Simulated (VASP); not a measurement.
Crystal: GaSb.

```
CELL_PARAMETERS angstrom
0.00000 3.09925 3.09925
3.09925 0.00000 3.09925
3.09925 3.09925 0.00000
ATOMIC_POSITIONS crystal
Sb 0.75000 0.75000 0.75000
Ga 0.00000 0.00000 0.00000
```

Base run:

```yaml
Program: VASP 6.6.1
Functional: BLYP
Dispersion: D4
Potentials_or_basis: VASP PAW PBE potentials, release 64 (Sb, Ga_d)
Cutoff: 520 eV
k_mesh: 8 × 8 × 8
Occupations: fermi-dirac, width 0.05 eV
Spin: no spin polarisation
```

Its results: band gap on the k mesh zero (filled and empty bands touch); pressure -1.3 GPa.

Q: The run is repeated on the same cell with these changes: functional from BLYP to PBE. What comes out?

A: Band gap on the k mesh zero (filled and empty bands touch); pressure -1.9 GPa.

PBE binds more tightly than BLYP, so the same cell stands under less pressure.

Caveats: spin-orbit coupling is left out, which moves the levels of the heavy elements; pairwise dispersion overbinds metals, which lowers pressure and volume; the PAW data sets were made with another functional, which shifts forces and pressure a little (some runs).
